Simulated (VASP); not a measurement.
# BaS (Pm-3m) in VASP: a series of runs, part 2 of 2

VASP 6.6.1. The steps go on from the part before.

**5. Single point, r2SCAN**

Input file POSCAR:

```
BaS
1.0
    3.8337582644      0.0000000000      0.0000000000
    0.0000000000      3.8337582644      0.0000000000
    0.0000000000      0.0000000000      3.8337582644
Ba S
1 1
Direct
    0.0000000000      0.0000000000      0.0000000000
    0.5000000000      0.5000000000      0.5000000000
```

Input file INCAR.step1:

```
SYSTEM = BaS
PREC = Accurate
ENCUT = 520
ISMEAR = 0
SIGMA = 0.01
LREAL = .False.
LASPH = .True.
NELM = 80
NBANDS = 15
GGA = PE
ALGO = Normal
EDIFF = 1E-4
LWAVE = .True.
LCHARG = .False.
```

Input file INCAR.step2:

```
SYSTEM = BaS
PREC = Accurate
ENCUT = 520
EDIFF = 1E-6
ISMEAR = 0
SIGMA = 0.01
LREAL = .False.
LASPH = .True.
NELM = 80
ALGO = Normal
ISIF = 2
LWAVE = .False.
LCHARG = .False.
METAGGA = R2SCAN
LMIXTAU = .True.
NBANDS = 15
ISTART = 1
```

Input file KPOINTS:

```
Automatic mesh
0
Gamma
  4 4 4
  0 0 0
```

Potentials or basis: VASP PAW PBE potentials, release 64 (Ba_sv, S).

Started as:

```sh
$ cat potpaw_PBE.64/Ba_sv/POTCAR potpaw_PBE.64/S/POTCAR > POTCAR
$ cp INCAR.step1 INCAR
$ mpirun -np 1 vasp_std > vasp.out
$ cp INCAR.step2 INCAR
$ mpirun -np 1 vasp_std > vasp.out
```

OUTCAR:

```text
SYSTEM = BaS
   PREC = Accurate
   ENCUT = 520
   EDIFF = 1E-6
   ISMEAR = 0
   LREAL = .False.
   LASPH = .True.
   NELM = 80
   ISIF = 2
   METAGGA = R2SCAN
   ISTART = 1

 ion  position               nearest neighbor table
   1  0.000  0.000  0.000-   2 3.32   2 3.32   2 3.32   2 3.32   2 3.32   2 3.32   2 3.32   2 3.32

   2  0.500  0.500  0.500-   1 3.32   1 3.32   1 3.32   1 3.32   1 3.32   1 3.32   1 3.32   1 3.32

  LATTYP: Found a simple cubic cell.
 ALAT       =     3.8337582644

  Lattice vectors:

 A1 = (   3.8337582644,   0.0000000000,   0.0000000000)
 A2 = (   0.0000000000,   3.8337582644,   0.0000000000)
 A3 = (   0.0000000000,   0.0000000000,   3.8337582644)

Analysis of symmetry for initial positions (statically):
=====================================================================
 Subroutine PRICEL returns:
 Original cell was already a primitive cell.

 Routine SETGRP: Setting up the symmetry group for a
 simple cubic supercell.

 Subroutine GETGRP returns: Found 48 space group operations
 (whereof 48 operations were pure point group operations)
 out of a pool of 48 trial point group operations.

The static configuration has the point symmetry O_h .

Analysis of symmetry for dynamics (positions and initial velocities):
=====================================================================
 Subroutine PRICEL returns:
 Original cell was already a primitive cell.

 Routine SETGRP: Setting up the symmetry group for a
 simple cubic supercell.

 Subroutine GETGRP returns: Found 48 space group operations
 (whereof 48 operations were pure point group operations)
 out of a pool of 48 trial point group operations.

The dynamic configuration has the point symmetry O_h .

 Subroutine INISYM returns: Found 48 space group operations
 (whereof 48 operations are pure point group operations),
 and found     1 'primitive' translations

[... 106 lines left out ...]
   AEXX    =    0.0000 exact exchange contribution
   IVDW    =     0    specifies the selected vdW correction
   LEPSILON=     F    determine dielectric tensor
   LRPA    =     F    only Hartree local field effects (RPA)
 non-spin polarized calculation
 Gauss-broadening in eV      SIGMA  =   0.01
  energy-cutoff  :      520.00
  volume of cell :       56.35
 maximum number of plane-waves:      1568
 NGX is ok and might be reduce to    30
   NGX = 15   NGY = 15   NGZ = 15

 number of electron      15.9999997 magnetization

 Free energy of the ion-electron system (eV)
  ---------------------------------------------------
  ext. energy  EPLUGINS =         0.00000000
  ---------------------------------------------------
  free energy    TOTEN  =       -38.78878260 eV

  energy without entropy =      -38.78878260  energy(sigma->0) =      -38.78878260

 E-fermi :   2.9180     XC(G=0):  -9.8683

 val. band max:        2.8642831192   @ k =   0.5000   0.5000   0.0000
 cond. band min:       4.6605415588   @ k =   0.0000   0.0000   0.0000
 fundamental gap:      1.7962584396
 Fermi energy:         2.9179911575

 k-point     1 :       0.0000    0.0000    0.0000
  band No.  band energies     occupation
      1     -25.1221      2.00000
      2      -9.4987      2.00000
      3      -9.4987      2.00000
      4      -9.4987      2.00000
      5      -8.6602      2.00000
      6       2.7594      2.00000
      7       2.7594      2.00000
      8       2.7594      2.00000
      9       4.6605      0.00000
     10       4.6605      0.00000
     11       7.5462      0.00000
     12       9.9063      0.00000
     13       9.9063      0.00000
     14       9.9063      0.00000
[... 149 lines left out ...]
      2     -10.1199      2.00000
      3     -10.1199      2.00000
      4     -10.1199      2.00000
      5      -7.8367      2.00000
      6       0.0536      2.00000
      7       0.0536      2.00000
      8       0.0536      2.00000
      9      10.7951      0.00000
     10      10.7951      0.00000
     11      10.7951      0.00000
     12      11.2893      0.00000
     13      11.2893      0.00000
     14      11.2893      0.00000
     15      12.3907      0.00000

------------------------ aborting loop because EDIFF is reached ----------------------------------------

  FORCE on cell =-STRESS in cart. coord.  units (eV):
  Direction    XX          YY          ZZ          XY          YZ          ZX
  --------------------------------------------------------------------------------------
  -------------------------------------------------------------------------------------
  Total        0.3619826      0.3619826      0.3619826     -0.0000000      0.0000000      0.0000000
  in kB       10.2925778     10.2925778     10.2925778     -0.0000000      0.0000000      0.0000000
  external PRESSURE =      10.2925778 kB  Pullay stress =       0.0000000 kB

 VOLUME and BASIS-vectors are now :
 -----------------------------------------------------------------------------
  energy-cutoff  :      520.00
  volume of cell :       56.35
      direct lattice vectors                 reciprocal lattice vectors
     3.833758264  0.000000000  0.000000000     0.260840651  0.000000000  0.000000000
     0.000000000  3.833758264  0.000000000     0.000000000  0.260840651  0.000000000
     0.000000000  0.000000000  3.833758264     0.000000000  0.000000000  0.260840651

 POSITION                                       TOTAL-FORCE (eV/Angst)
 -----------------------------------------------------------------------------------
      0.00000      0.00000      0.00000         0.000000      0.000000      0.000000
      1.91688      1.91688      1.91688         0.000000      0.000000      0.000000
 -----------------------------------------------------------------------------------
    total drift:                                0.000000     -0.000000     -0.000000

  FREE ENERGIE OF THE ION-ELECTRON SYSTEM (eV)
  ---------------------------------------------------
  free  energy   TOTEN  =       -38.7887826045 eV

  energy  without entropy=      -38.7887826045  energy(sigma->0) =      -38.78878260
```

OSZICAR.step1:

```text
N       E                     dE             d eps       ncg     rms          rms(c)
DAV:   1     0.777739935808E+02    0.77774E+02   -0.71950E+03   300   0.950E+02
DAV:   2    -0.598606201547E+01   -0.83760E+02   -0.75737E+02   427   0.171E+02
DAV:   3    -0.100996851736E+02   -0.41136E+01   -0.40759E+01   413   0.385E+01
DAV:   4    -0.101683641758E+02   -0.68679E-01   -0.68673E-01   358   0.531E+00
DAV:   5    -0.101702916065E+02   -0.19274E-02   -0.19274E-02   429   0.679E-01    0.484E+00
DAV:   6    -0.974297390542E+01    0.42732E+00   -0.46018E-01   335   0.471E+00    0.345E+00
DAV:   7    -0.972648765780E+01    0.16486E-01   -0.17789E-01   377   0.262E+00    0.177E+00
DAV:   8    -0.973157363124E+01   -0.50860E-02   -0.38750E-02   342   0.120E+00    0.240E-01
DAV:   9    -0.973051923938E+01    0.10544E-02   -0.42007E-03   377   0.431E-01    0.946E-02
DAV:  10    -0.973077799531E+01   -0.25876E-03   -0.63502E-04   315   0.187E-01    0.294E-02
DAV:  11    -0.973083663597E+01   -0.58641E-04   -0.96347E-05   270   0.814E-02
   1 F= -.97308366E+01 E0= -.97308366E+01  d E =-.180466E-19
```

Run time: 19 s. Hardware: 1 thread of Intel Xeon 6975P-C (Granite Rapids), shared host; peak memory 0.17 GiB.

What came out:

* Free energy: -38.7888 eV
* Pressure: 1.0 GPa
* Band gap on the k mesh: 1.80 eV, indirect (least direct gap 1.90 eV)

Caveat: the PAW data sets were made with another functional, which shifts forces and pressure a little; spin-orbit coupling is left out, which moves the levels of the heavy elements.

**6. The runs side by side**

```csv
level,potentials or basis,gap on the mesh (eV),pressure (GPa)
PBE,"VASP PAW PBE potentials, release 64 (Ba_sv, S)",1.42,1.3
LDA,"VASP PAW LDA potentials, release 64 (Ba_sv, S)",1.22,-2.8
r2SCAN,"VASP PAW PBE potentials, release 64 (Ba_sv, S)",1.80,1.0
```

Alike in all rows: task single point; no spin polarisation; cell as given; k mesh 4 × 4 × 4; cutoff (eV) 520; smearing gaussian 0.01 eV.

Caveats: spin-orbit coupling is left out, which moves the levels of the heavy elements; the PAW data sets were made with another functional, which shifts forces and pressure a little (some runs).

Total energies depend on the potentials used, so only differences within one code and one set of settings carry meaning.
